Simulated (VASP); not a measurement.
Input of a VASP 6.6.1 run:

POSCAR

```
Pd
1.0
    0.0000000000      1.9558504376      1.9558504376
    1.9558504376      0.0000000000      1.9558504376
    1.9558504376      1.9558504376      0.0000000000
Pd
1
Direct
    0.0000000000      0.0000000000      0.0000000000
```

File INCAR.step1:

```
SYSTEM = Pd
  ALGO = Normal
  EDIFF = 1E-4
  ENCUT = 520
  GGA = PE
  ISMEAR = -1
  LASPH = .TRUE.
  LCHARG = .FALSE.
  LREAL = .FALSE.
  LWAVE = .TRUE.
  NBANDS = 11
  NELM = 80
  PREC = Accurate
  SIGMA = 0.1
```

INCAR.step2

```
SYSTEM = Pd
  ALGO = Normal
  EDIFF = 1E-7
  ENCUT = 520
  ISIF = 2
  ISMEAR = -1
  ISTART = 1
  LASPH = .TRUE.
  LCHARG = .FALSE.
  LMIXTAU = .TRUE.
  LREAL = .FALSE.
  LWAVE = .FALSE.
  METAGGA = R2SCAN
  NBANDS = 11
  NELM = 80
  PREC = Accurate
  SIGMA = 0.1
```

The input KPOINTS:

```
k-points
0
G
  23 23 23
  0 0 0
```

Potentials or basis: VASP PAW PBE potentials, release 64 (Pd).

Launch:

```sh
$ cat potpaw_PBE.64/Pd/POTCAR > POTCAR
$ cp INCAR.step1 INCAR
$ mpirun -np 1 vasp_std > vasp.out
$ cp INCAR.step2 INCAR
$ mpirun -np 1 vasp_std > vasp.out
```

Question: Estimate the pressure.

Answer: 0.5 GPa.

Question: Estimate the band gap on the k mesh.

Answer: Zero (band 5 reaches 9.65 eV, above the bottom of band 6 at 8.03 eV).

Caveat: the PAW data sets were made with another functional, which shifts forces and pressure a little.
